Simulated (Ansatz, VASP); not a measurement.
## Two plane-wave programs on W

```
W
1.0
     2.79682    0.00000    0.00000
    -1.39841    2.42212    0.00000
     0.00000    0.00000    9.86832
W
4
Direct
  0.00000 0.00000 0.00000
  0.00000 0.00000 0.50000
  0.33333 0.66667 0.25000
  0.66667 0.33333 0.75000
```

Alike in both runs: functional RPBE; k mesh 13 × 13 × 4; occupations fermi-dirac, width 0.1 eV; no spin polarisation.

Ansatz relaxed the structure, and its values are those at the end. VASP's run is a single point on that final structure, the one shown.

|  | VASP | Ansatz |
| --- | --- | --- |
| version | VASP 6.6.1 | Ansatz 0.2.0 |
| potentials or method | VASP PAW PBE potentials, release 64 (W_sv), cutoff 520 eV | plane waves (420 eV) with PAW, scalar-relativistic |
| valence electrons in the cell | 56 | 56 |

Ansatz gave:

- pressure (GPa): 0.0

Estimate VASP's values.

pressure (GPa): 0.4.

VASP's potentials were made for PBE, not for RPBE. With one functional, cell and mesh, what is left measures potentials, basis and numerics.

Neither program's run includes spin-orbit coupling.
